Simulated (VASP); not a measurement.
# MgO (Periclase) (Fm-3m) in VASP: further runs, part 2 of 2

VASP 6.6.1. Earlier steps stand in the parts before.

## Step 4: Single point, r2SCAN (volume scaled by 0.960)

Input file POSCAR:

```
MgO
1.0
    0.0000000000      2.0738012913      2.0738012913
    2.0738012913      0.0000000000      2.0738012913
    2.0738012913      2.0738012913      0.0000000000
Mg O
1 1
Direct
    0.0000000000      0.0000000000      0.0000000000
    0.5000000000      0.5000000000      0.5000000000
```

Input file INCAR.step1:

```
SYSTEM = MgO
  PREC = Accurate
  ENCUT = 660
  ISMEAR = 0
  SIGMA = 0.05
  LREAL = .False.
  LASPH = .True.
  NELM = 120
  NBANDS = 15
  GGA = PE
  ALGO = Normal
  EDIFF = 1E-5
  LWAVE = .True.
  LCHARG = .False.
  GGA_COMPAT = .False.
```

Input file INCAR.step2:

```
SYSTEM = MgO
  PREC = Accurate
  ENCUT = 660
  EDIFF = 1E-6
  ISMEAR = 0
  SIGMA = 0.05
  LREAL = .False.
  LASPH = .True.
  NELM = 120
  ALGO = Normal
  ISIF = 2
  LWAVE = .False.
  LCHARG = .False.
  METAGGA = R2SCAN
  LMIXTAU = .True.
  NBANDS = 15
  ISTART = 1
  GGA_COMPAT = .False.
```

Input file KPOINTS:

```
regular mesh
0
Gamma
  8 8 8
  0 0 0
```

Potentials or basis: VASP PAW PBE potentials, release 64 (Mg_sv, O).

Run with:

```sh
> cat potpaw_PBE.64/Mg_sv/POTCAR potpaw_PBE.64/O/POTCAR > POTCAR
> cp INCAR.step1 INCAR
> mpirun -np 1 vasp_std > vasp.out
> cp INCAR.step2 INCAR
> mpirun -np 1 vasp_std > vasp.out
```

OUTCAR:

```text
SYSTEM = MgO
   PREC = Accurate
   ENCUT = 660
   EDIFF = 1E-6
   ISMEAR = 0
   LREAL = .False.
   LASPH = .True.
   NELM = 120
   ISIF = 2
   METAGGA = R2SCAN
   ISTART = 1

 ion  position               nearest neighbor table
   1  0.000  0.000  0.000-   2 2.07   2 2.07   2 2.07   2 2.07   2 2.07   2 2.07
   2  0.500  0.500  0.500-   1 2.07   1 2.07   1 2.07   1 2.07   1 2.07   1 2.07

  LATTYP: Found a face centered cubic cell.
 ALAT       =     4.1476025826

  Lattice vectors:

 A1 = (   0.0000000000,   2.0738012913,   2.0738012913)
 A2 = (   2.0738012913,   0.0000000000,   2.0738012913)
 A3 = (   2.0738012913,   2.0738012913,   0.0000000000)

Analysis of symmetry for initial positions (statically):
=====================================================================
 Subroutine PRICEL returns:
 Original cell was already a primitive cell.

 Routine SETGRP: Setting up the symmetry group for a
 face centered cubic supercell.

 Subroutine GETGRP returns: Found 48 space group operations
 (whereof 48 operations were pure point group operations)
 out of a pool of 48 trial point group operations.

The static configuration has the point symmetry O_h .

Analysis of symmetry for dynamics (positions and initial velocities):
=====================================================================
 Subroutine PRICEL returns:
 Original cell was already a primitive cell.

 Routine SETGRP: Setting up the symmetry group for a
 face centered cubic supercell.

 Subroutine GETGRP returns: Found 48 space group operations
 (whereof 48 operations were pure point group operations)
 out of a pool of 48 trial point group operations.

The dynamic configuration has the point symmetry O_h .

 Subroutine INISYM returns: Found 48 space group operations
 (whereof 48 operations are pure point group operations),
 and found     1 'primitive' translations

----------------------------------------------------------------------------------------

                                     Primitive cell

  volume of cell :      17.8374

  direct lattice vectors                    reciprocal lattice vectors
     0.000000000  2.073801291  2.073801291    -0.241103139  0.241103139  0.241103139
     2.073801291  0.000000000  2.073801291     0.241103139 -0.241103139  0.241103139
     2.073801291  2.073801291  0.000000000     0.241103139  0.241103139 -0.241103139

  length of vectors
     2.932797912  2.932797912  2.932797912     0.417602886  0.417602886  0.417602886

  position of ions in fractional coordinates (direct lattice)
     0.000000000  0.000000000  0.000000000
     0.500000000  0.500000000  0.500000000

  ion indices of the primitive-cell ions
   primitive index   ion index
                 1           1
                 2           2

----------------------------------------------------------------------------------------

 KPOINTS: regular mesh

Automatic generation of k-mesh.
 Grid dimensions read from file:
 generate k-points for:    8    8    8

 Generating k-lattice:

  Cartesian coordinates                     Fractional coordinates (reciprocal lattice)
    -0.030137892  0.030137892  0.030137892     0.125000000  0.000000000  0.000000000
[... 40 lines left out ...]
 [... further k-points ...]
   k-points           NKPTS =     29   k-points in BZ     NKDIM =     29   number of bands    NBANDS=     15
   number of dos      NEDOS =    301   number of ions     NIONS =      2
   total plane-waves  NPLWV =  21952
   dimension x,y,z NGX =    28 NGY =   28 NGZ =   28
   dimension x,y,z NGXF=    56 NGYF=   56 NGZF=   56
   ions per type =               1   1
   NGX,Y,Z   is equivalent  to a cutoff of  15.87, 15.87, 15.87 a.u.
   NGXF,Y,Z  is equivalent  to a cutoff of  31.74, 31.74, 31.74 a.u.
 SYSTEM =  MgO
   PREC   = accura    normal or accurate (medium, high low for compatibility)
   ISTART =      1    job   : 0-new  1-cont  2-samecut
   ICHARG =      0    charge: 1-file 2-atom 10-const
   ISPIN  =      1    spin polarized calculation?
   LNONCOLLINEAR =      F non collinear calculations
   LSORBIT =      F    spin-orbit coupling
   LASPH  =      T    aspherical Exc in radial PAW
   ENCUT  =  660.0 eV  48.51 Ry    6.96 a.u.   6.14  6.14  6.14*2*pi/ulx,y,z
   NELM   =    120;   NELMIN=  2; NELMDL=  0     # of ELM steps
   EDIFF  = 0.1E-05   stopping-criterion for ELM
   LREAL  =      F    real-space projection
   EDIFFG = 0.1E-04   stopping-criterion for IOM
   NSW    =      0    number of steps for IOM
   IBRION =     -1    ionic relax: 0-MD 1-quasi-New 2-CG
   NFREE  =      0    steps in history (QN), initial steepest desc. (CG)
   ISIF   =      2    stress and relaxation
   ISYM   =      2    0-nonsym 1-usesym 2-fastsym
   POTIM  = 0.5000    time-step for ionic-motion
   TEBEG  =    0.0;   TEEND  =   0.0 temperature during run
   PSTRESS=    0.0 pullay stress
   NELECT =      16.0000    total number of electrons
   NUPDOWN=      -1.0000    fix difference up-down
   EMIN   =  10.00;   EMAX   =-10.00  energy-range for DOS
   EFERMI =   0.00;   METHOD = LEGACY
   ISMEAR =     0;   SIGMA  =   0.05  broadening in eV -4-tet -1-fermi 0-gaus
   EFERMI_NEDOS =   21; number of points for ismear=-14 and -15
   IALGO  =     38    algorithm
   IMIX   =      4    mixing-type and parameters
     AMIX     =   0.40;   BMIX     =  1.00
     AMIX_MAG =   1.60;   BMIX_MAG =  1.00
  volume/ion in A,a.u.               =       8.92        60.19
  Fermi-wavevector in a.u.,A,eV,Ry     =   1.578838  2.983572 33.915661  2.492731
  Thomas-Fermi vector in A             =   2.679309
   LORBIT       =      0    0 simple, 1 ext, 2 COOP (PROOUT), +10 PAW based schemes
   METAGGA = R2SCAN    functional components
   LHFCALC =     F    Hartree Fock is set to
   AEXX    =    0.0000 exact exchange contribution
   IVDW    =     0    specifies the selected vdW correction
   LEPSILON=     F    determine dielectric tensor
   LRPA    =     F    only Hartree local field effects (RPA)
 non-spin polarized calculation
 Gauss-broadening in eV      SIGMA  =   0.05
  energy-cutoff  :      660.00
  volume of cell :       17.84
 maximum number of plane-waves:       701
 NGX is ok and might be reduce to    28
   NGX = 13   NGY = 13   NGZ = 13

 number of electron      15.9999999 magnetization

 Free energy of the ion-electron system (eV)
  ---------------------------------------------------
  ext. energy  EPLUGINS =         0.00000000
  ---------------------------------------------------
  free energy    TOTEN  =       -16.15216140 eV

  energy without entropy =      -16.15216140  energy(sigma->0) =      -16.15216140

 E-fermi :   3.0469     XC(G=0): -12.2981

 val. band max:        2.8436467932   @ k =   0.0000   0.0000   0.0000
 cond. band min:       8.9826337137   @ k =   0.0000   0.0000   0.0000
 fundamental gap:      6.1389869205
 Fermi energy:         3.0469436346

 k-point     1 :       0.0000    0.0000    0.0000
  band No.  band energies     occupation
      1     -71.9607      2.00000
      2     -37.0499      2.00000
      3     -37.0499      2.00000
      4     -37.0499      2.00000
      5     -15.5842      2.00000
      6       2.8436      2.00000
      7       2.8436      2.00000
      8       2.8436      2.00000
      9       8.9826      0.00000
     10      19.9773      0.00000
     11      19.9773      0.00000
     12      19.9773      0.00000
     13      24.2216      0.00000
     14      26.0976      0.00000
[... 401 lines left out ...]
      2     -37.1360      2.00000
      3     -37.0839      2.00000
      4     -37.0675      2.00000
      5     -14.0453      2.00000
      6      -1.3200      2.00000
      7       0.8062      2.00000
      8       1.7753      2.00000
      9      13.8418      0.00000
     10      16.6554      0.00000
     11      18.1374      0.00000
     12      21.6314      0.00000
     13      25.2410      0.00000
     14      27.0643      0.00000
     15      31.4689      0.00000

 [... further k-points ...]

------------------------ aborting loop because EDIFF is reached ----------------------------------------

  FORCE on cell =-STRESS in cart. coord.  units (eV):
  Direction    XX          YY          ZZ          XY          YZ          ZX
  --------------------------------------------------------------------------------------
  -------------------------------------------------------------------------------------
  Total        0.7627916      0.7627916      0.7627916      0.0000000     -0.0000000      0.0000000
  in kB       68.5149071     68.5149071     68.5149071      0.0000000     -0.0000000      0.0000000
  external PRESSURE =      68.5149071 kB  Pullay stress =       0.0000000 kB

 VOLUME and BASIS-vectors are now :
 -----------------------------------------------------------------------------
  energy-cutoff  :      660.00
  volume of cell :       17.84
      direct lattice vectors                 reciprocal lattice vectors
     0.000000000  2.073801291  2.073801291    -0.241103139  0.241103139  0.241103139
     2.073801291  0.000000000  2.073801291     0.241103139 -0.241103139  0.241103139
     2.073801291  2.073801291  0.000000000     0.241103139  0.241103139 -0.241103139

 POSITION                                       TOTAL-FORCE (eV/Angst)
 -----------------------------------------------------------------------------------
      0.00000      0.00000      0.00000        -0.000000      0.000000     -0.000000
      2.07380      2.07380      2.07380         0.000000     -0.000000      0.000000
 -----------------------------------------------------------------------------------
    total drift:                                0.000000      0.000000      0.000000

  FREE ENERGIE OF THE ION-ELECTRON SYSTEM (eV)
  ---------------------------------------------------
  free  energy   TOTEN  =       -16.1521613999 eV

  energy  without entropy=      -16.1521613999  energy(sigma->0) =      -16.15216140
```

Wall time 48 s (1 thread of AMD EPYC 9R45 (Zen 5), shared host); peak memory 0.13 GiB.

Results:

```yaml
Free_energy: -16.1522 eV
Pressure: 6.9 GPa
Band_gap_on_the_k_mesh: 6.14 eV, direct
```

Levels at points of the mesh, in eV from the valence-band top:
| k point | band 4 | band 5 | band 6 | band 7 | band 8 | band 9 | band 10 | band 11 | band 12 | band 13 |
| --- | --- | --- | --- | --- | --- | --- | --- | --- | --- | --- |
| (0.00, 0.00, 0.00) | -39.89 | -18.43 | 0.00 | 0.00 | 0.00 | 6.14 | 17.13 | 17.13 | 17.13 | 21.38 |
| (0.50, 0.00, 0.00) | -39.90 | -17.03 | -4.80 | -0.73 | -0.73 | 9.14 | 14.41 | 18.00 | 18.00 | 23.27 |
| (0.50, 0.50, 0.00) | -39.93 | -16.81 | -4.26 | -1.43 | -1.43 | 10.11 | 11.71 | 14.84 | 21.21 | 21.21 |

Caveat: the PAW data sets were made with another functional, which shifts forces and pressure a little.

## Step 5: Single point, r2SCAN

Input file POSCAR:

```
MgO
1.0
    0.0000000000      2.1022130587      2.1022130587
    2.1022130587      0.0000000000      2.1022130587
    2.1022130587      2.1022130587      0.0000000000
Mg O
1 1
Direct
    0.0000000000      0.0000000000      0.0000000000
    0.5000000000      0.5000000000      0.5000000000
```

Input file INCAR.step1:

```
SYSTEM = MgO
ALGO = Normal ; EDIFF = 1E-5
ENCUT = 660 ; GGA = PE
GGA_COMPAT = .FALSE. ; ISMEAR = 0
LASPH = .TRUE. ; LCHARG = .FALSE.
LREAL = .FALSE. ; LWAVE = .TRUE.
NBANDS = 15 ; NELM = 120
PREC = Accurate ; SIGMA = 0.05
```

Input file INCAR.step2:

```
SYSTEM = MgO
ALGO = Normal ; EDIFF = 1E-6
ENCUT = 660 ; GGA_COMPAT = .FALSE.
ISIF = 2 ; ISMEAR = 0
ISTART = 1 ; LASPH = .TRUE.
LCHARG = .TRUE. ; LELF = .TRUE.
LMIXTAU = .TRUE. ; LREAL = .FALSE.
LVHAR = .TRUE. ; LWAVE = .FALSE.
METAGGA = R2SCAN ; NBANDS = 15
NELM = 120 ; PREC = Accurate
SIGMA = 0.05
```

Input file KPOINTS:

```
k-points
0
G
  8 8 8
  0 0 0
```

Run with:

```sh
> cat potpaw_PBE.64/Mg_sv/POTCAR potpaw_PBE.64/O/POTCAR > POTCAR
> cp INCAR.step1 INCAR
> mpirun -np 1 vasp_std > vasp.out
> cp INCAR.step2 INCAR
> mpirun -np 1 vasp_std > vasp.out
```

Wall time 31 s (1 thread of Intel Xeon Platinum 8559C (Emerald Rapids), shared host); peak memory 0.16 GiB.

It converged, with:

```yaml
Free_energy: -16.1732 eV
Pressure: -0.2 GPa
Band_gap_on_the_k_mesh: 5.71 eV, direct
```

Levels at points of the mesh, in eV from the valence-band top:
| k point | band 5 | band 6 | band 7 | band 8 | band 9 | band 10 | band 11 | band 12 |
| --- | --- | --- | --- | --- | --- | --- | --- | --- |
| (0.00, 0.00, 0.00) | -18.21 | 0.00 | 0.00 | 0.00 | 5.71 | 16.89 | 16.89 | 16.89 |
| (0.50, 0.00, 0.00) | -16.93 | -4.62 | -0.68 | -0.68 | 8.87 | 13.91 | 17.56 | 17.56 |
| (0.50, 0.50, 0.00) | -16.72 | -4.09 | -1.37 | -1.37 | 10.05 | 11.24 | 14.38 | 20.54 |

Caveat: the PAW data sets were made with another functional, which shifts forces and pressure a little.

## Step 6: Overview

```csv
potentials or basis,cell,second run,gap on the mesh (eV),pressure (GPa)
"VASP PAW PBE potentials, release 64 (Mg, O)","a = 2.971 Å, angles 60.0°, 2 atoms",-,5.68,-1.1
"VASP PAW PBE potentials, release 64 (Mg, O)","a = 3.009 Å, angles 60.0°, 2 atoms",-,5.31,-7.0
"VASP PAW PBE potentials, release 64 (Mg_sv, O)","a = 2.933 Å, angles 60.0°, 2 atoms",valence_matched,6.14,6.9
"VASP PAW PBE potentials, release 64 (Mg_sv, O)","a = 2.973 Å, angles 60.0°, 2 atoms",valence_matched,5.71,-0.2
```

Alike in all rows: task single point; level r2SCAN; no spin polarisation; k mesh 8 × 8 × 8; cutoff (eV) 660; smearing gaussian 0.05 eV.

Caveats: the PAW data sets were made with another functional, which shifts forces and pressure a little.

Total energies depend on the potentials used, so only differences within one code and one set of settings carry meaning.

## Step 7: Comparison with measurements

Step 2. A measured gap of MgO is 7.83 eV (quoted in “Electronic structure of alkaline earth and post-transition metal oxides”, 2009, arxiv:0908.1581); the calculated 5.68 eV misses it by -2.15 eV. The value is that of r2SCAN, without temperature or zero-point motion.

Step 5. Against the measured gap of MgO, 7.83 eV (quoted in “Electronic structure of alkaline earth and post-transition metal oxides”, 2009, arxiv:0908.1581), the calculated 5.71 eV is off by -2.12 eV. The value is that of r2SCAN, without temperature or zero-point motion.
